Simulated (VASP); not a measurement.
# Bi: electric field gradients with PBEsol

The system is Bi.

```
CELL_PARAMETERS angstrom
2.22660 1.28553 3.87328
-2.22660 1.28553 3.87328
0.00000 -2.57105 3.87328
ATOMIC_POSITIONS crystal
Bi 0.23389 0.23389 0.23389
Bi 0.76611 0.76611 0.76611
```

```json
{"Program": "VASP 6.6.1", "Task": "electric field gradients", "Functional": "PBEsol", "Potentials or basis": "VASP PAW PBE potentials, release 64 (Bi_d)", "Cutoff": "520 eV", "k mesh": "10 × 10 × 10", "Occupations": "fermi-dirac, width 0.03 eV", "Spin": "no spin polarisation", "Dipole correction": "no", "Further INCAR settings": "ALGO = Normal; EDIFF = 1e-08; NBANDS = 22"}
```

```yaml
Pressure: 2.6 GPa
Largest_force: 0.423 eV/Å
Band_gap_on_the_k_mesh: zero (bands 15 and 16 overlap by 0.21 eV)
Largest_electric_field_gradient_by_atom: Bi -28.8 V/Å²
```

Forces in eV/Å, atoms in the order of the input:
```
Bi   0.000  0.000  0.423
Bi   0.000  0.000 -0.423
```

Stress tensor (GPa, compression positive):
```
2.77 0.00 0.00
0.00 2.77 0.00
0.00 0.00 2.27
```

Levels at points of the mesh, in eV from the Fermi level:
```csv
k point,band 11,band 12,band 13,band 14,band 15,band 16,band 17,band 18,band 19,band 20
"(0.00, 0.00, 0.00)",-13.48,-7.21,-1.57,-1.27,-1.27,2.58,3.11,3.11,5.68,5.81
"(0.50, 0.00, 0.00)",-11.38,-10.69,-1.38,-1.25,-0.27,-0.22,0.52,1.05,7.55,8.66
"(0.50, 0.50, 0.00)",-11.45,-9.46,-5.01,-3.23,-3.10,2.24,5.28,5.73,7.32,9.74
"(0.50, 0.50, 0.50)",-12.14,-10.04,-0.92,-0.63,-0.63,0.70,0.70,0.87,7.09,9.16
```

Electric field gradients, principal values (V/Å²):
```
atom   least  middle  greatest (by size)
1 Bi  14.411  14.411             -28.823
2 Bi  14.411  14.411             -28.823
```

It took 63 s on 1 thread of Intel(R) Xeon(R) 6975P-C (Granite Rapids) (shared host), peak memory 0.28 GiB.

Caveat: without QUAD_EFG the Cq values of the log hold for a quadrupole moment of 1 mb, not for the nuclei; the PAW data sets were made with another functional, which shifts forces and pressure a little; spin-orbit coupling is left out, which moves the levels of the heavy elements.
